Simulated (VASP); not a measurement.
Here is a VASP 6.6.1 calculation.

The input INCAR:

```
ALGO = Normal
DIPOL = 0.5 0.5 0.491
EDIFF = 1E-6
ENCUT = 520
GGA = PE
IDIPOL = 3
ISIF = 2
ISMEAR = 0
IVDW = 12
LASPH = T
LCHARG = T
LDIPOL = T
LELF = T
LREAL = Auto
LVACPOTAV = T
LVHAR = T
LWAVE = F
NBANDS = 81
NELM = 60
PREC = Accurate
SIGMA = 0.1
```

File KPOINTS:

```
k-points
0
Gamma
  3 4 1
```

POSCAR

```
Hf12H3CCl
1.0
    6.3396999941      0.0000000000      0.0000000000
    0.0000000000      5.0196956475      0.0000000000
    0.0000000000      0.0000000000     26.5531981218
Hf C Cl H
12 1 1 3
Direct
    0.5000000000      0.7500000000      0.3012819760
    0.0000000000      0.7500000000      0.3012819760
    0.7500000000      0.2500000000      0.3357432440
    0.2500000000      0.2500000000      0.3357432440
    0.7500000000      0.7500000000      0.4046657798
    0.2500000000      0.7500000000      0.4046657798
    0.0000236799      0.2532698232      0.4403011502
    0.4999853582      0.2503138906      0.4395970042
    0.0000348476      0.7531283070      0.5052398819
    0.4999557984      0.7505572729      0.5078079833
    0.2550136226      0.2503319668      0.5399900117
    0.7450181703      0.2501283579      0.5399795282
   -0.0013392333      0.5192707778      0.6623672926
   -0.0001784221      0.2056443676      0.6185946033
   -0.0058612175      0.4437928109      0.7010197710
    0.1444853652      0.6230967021      0.6523669757
   -0.1431433205      0.6270267926      0.6507245548
```

Potentials or basis: VASP PAW PBE potentials, release 64 (Hf_pv, C, Cl, H).

Launch:

```sh
$ cat potpaw_PBE.64/Hf_pv/POTCAR potpaw_PBE.64/C/POTCAR potpaw_PBE.64/Cl/POTCAR potpaw_PBE.64/H/POTCAR > POTCAR
$ mpirun -np 1 vasp_std > vasp.out
```

Predict the largest force.

0.558 eV/Å.

What does it give for the dispersion energy per atom?

-0.246 eV.

What does it give for the band gap on the k mesh?

Zero (bands 67 and 68 overlap by 0.20 eV).

Forces on the atoms (eV/Å):
```
Hf   0.000 -0.002  0.437
Hf   0.000 -0.001  0.459
Hf   0.045  0.011  0.148
Hf  -0.045  0.011  0.148
Hf  -0.090 -0.010 -0.549
Hf   0.090 -0.010 -0.551
Hf  -0.001 -0.001  0.017
Hf   0.001 -0.002  0.012
Hf  -0.002  0.000 -0.018
Hf   0.003 -0.002 -0.014
Hf  -0.006 -0.003 -0.029
Hf   0.004 -0.001 -0.032
C    0.008 -0.002 -0.004
Cl   0.001  0.024 -0.013
H    0.001  0.005 -0.013
H   -0.015 -0.011  0.000
H    0.008 -0.006  0.002
```

Caveat: spin-orbit coupling is left out, which moves the levels of the heavy elements.
